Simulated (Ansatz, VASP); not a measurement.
# Two plane-wave programs on SiSbTe3

```
Si Sb Te
1.0
     4.89474    0.00000    0.00000
    -2.44737    4.23897    0.00000
     0.00000    0.00000    9.14945
Si Sb Te
1 1 3
Direct
  0.00000 0.00000 0.50000
  0.33333 0.66667 0.00000
  0.66667 0.33333 0.34919
  0.66667 0.33333 0.65081
  0.00000 0.00000 0.00000
```

Change from the starting cell: species swapped into the GaFe3As type (P-6m2, No. 187).

Alike in both runs: functional PBE; k mesh 12 × 12 × 6; occupations gaussian, width 0.1 eV; no spin polarisation.

Ansatz relaxed the structure, and its values are those at the end. VASP's run is a single point on that final structure, the one shown.

|  | VASP | Ansatz |
| --- | --- | --- |
| version | VASP 6.6.1 | Ansatz 0.2.0 |
| potentials or method | VASP PAW PBE potentials, release 64 (Si, Sb, Te), cutoff 520 eV | scalar-relativistic, plane waves, PAW |
| valence electrons in the cell | 27 | 67 |

```tsv
	VASP	Ansatz	Ansatz less VASP
gap on the k mesh at the Fermi level (eV)	none	none	-
pressure (GPa)	0.0	0.0	-0.02
rms of the force components (eV/Å)	0.007	0.000	-0.0070
```

A gap of «none» marks a metal or a gap that the smearing closes. With one functional, cell and mesh, what is left measures potentials, basis and numerics. VASP's potentials hold 27 valence electrons a cell and Ansatz's 67, so a difference there can come from the potentials and not from the codes.

Spin-orbit coupling is off throughout.
